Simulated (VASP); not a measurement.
## CdS (Hawleyite): single point with r2SCAN

The system is CdS (Hawleyite).

```
CELL_PARAMETERS angstrom
2.88049 2.88049 0.00000
-2.88049 2.88049 0.00000
0.00000 2.88049 3.02347
ATOMIC_POSITIONS crystal
Cd 0.00000 0.00000 0.00000
S 0.75000 0.25000 0.50000
```

This cell differs from its parent crystal: in-plane strain -0.02, then relaxed in part.

```
Program                : VASP 6.6.1
Task                   : single point
Functional             : r2SCAN
Potentials or basis    : VASP PAW PBE potentials, release 64 (Cd, S)
Cutoff                 : 520 eV
k mesh                 : 8 × 8 × 8
Occupations            : gaussian, width 0.01 eV
Spin                   : no spin polarisation
Dipole correction      : no
Further INCAR settings : ALGO = Normal; EDIFF = 1e-06; NBANDS = 16
```

```yaml
Pressure: 1.0 GPa
Band_gap_on_the_k_mesh: 1.51 eV, direct
```

Stress tensor (GPa, compression positive):
```
1.30 0.00 0.00
0.00 1.30 0.00
0.00 0.00 0.34
```

Levels at points of the mesh, in eV from the valence-band top:
```csv
k point,band 6,band 7,band 8,band 9,band 10,band 11,band 12,band 13
"(0.00, 0.00, 0.00)",-7.47,-0.16,0.00,0.00,1.51,7.04,7.04,7.04
"(0.50, 0.00, 0.00)",-7.11,-4.44,-0.90,-0.70,3.38,7.26,7.63,7.83
"(0.50, 0.50, 0.00)",-7.01,-3.87,-2.04,-1.95,3.75,4.55,9.86,11.05
"(0.00, 0.00, 0.50)",-7.11,-4.17,-1.80,-1.80,3.95,4.98,9.35,11.51
```

Run time: 77 s on 1 thread of Intel(R) Xeon(R) 6975P-C (Granite Rapids) (shared host), peak memory 0.2 GiB.

Caveat: the cell differs from its parent crystal (in-plane strain -0.02, then relaxed in part); the PAW data sets were made with another functional, which shifts forces and pressure a little.
